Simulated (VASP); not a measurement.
A run of VASP 6.6.1 is set up as follows.

The input INCAR:

```
PREC = Accurate
ENCUT = 520
EDIFF = 1E-6
ISMEAR = 0
SIGMA = 0.05
LREAL = False
LASPH = True
NELM = 80
ALGO = Normal
ISIF = 2
LWAVE = False
LCHARG = True
LELF = True
LVHAR = True
NBANDS = 16
```

File KPOINTS:

```
regular mesh
0
Gamma
  10 10 10
```

File POSCAR:

```
AgCl
1.0
    0.0000000000      2.7129196923      2.6773114500
    2.7129196923      0.0000000000      2.6773114500
    2.7129196923      2.7129196923      0.0000000000
Ag Cl
1 1
Direct
    0.5185353529      0.4814646471      0.5185353529
   -0.0563998634      0.0563998634     -0.0563998634
```

Potentials or basis: VASP PAW LDA potentials, release 64 (Ag, Cl).

The run is started by

```sh
$ cat potpaw_LDA.64/Ag/POTCAR potpaw_LDA.64/Cl/POTCAR > POTCAR
$ mpirun -np 1 vasp_std > vasp.out
```

What does it give for the largest force?

1.315 eV/Å.

Predict the band gap on the k mesh.

0.91 eV, indirect (least direct gap 1.79 eV).

Estimate the pressure.

2.5 GPa.

Stress tensor (GPa, compression positive):
```
-1.85  0.00  0.00
 0.00 10.67  0.00
 0.00  0.00 -1.46
```

Caveat: forces of over 1 eV/Å act on the atoms, so gaps and moduli don't describe the material at rest. A k mesh can miss the band edges.
